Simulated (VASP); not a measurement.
N:

```xyz
2
Lattice="2.5195 0.0000 0.0000 -1.2597 2.1819 0.0000 0.0000 0.0000 2.4460" Properties=species:S:1:pos:R:3 pbc="T T T"
N     1.2597    0.7273    0.6115
N     0.0000    1.4546    1.8345
```

Base run:

| Quantity | Value |
| --- | --- |
| Program | VASP 6.6.1 |
| Functional | PBE |
| Potentials or basis | VASP PAW PBE potentials, release 64 (N) |
| Cutoff | 600 eV |
| k mesh | 12 × 12 × 10 |
| Occupations | gaussian, width 0.1 eV |
| Spin | no spin polarisation |
| Hubbard terms | N p U = 1.7 eV |

Its results: band gap on the k mesh zero (bands 5 and 6 overlap by 4.74 eV); pressure 12.9 GPa.

The run is repeated on the same cell with these changes: k mesh from 12 × 12 × 10 to 5 × 5 × 5; hubbard terms from N p U = 1.7 eV to N p U = 1.6 eV. What comes out?

Band gap on the k mesh zero (bands 5 and 6 overlap by 1.96 eV); pressure 8.6 GPa.

Several settings changed at once.

Caveats: some runs use coarse meshes; U without spin polarisation on a metal has little footing; the stress differs along the axes, from 5 to 17 GPa (at least some runs).
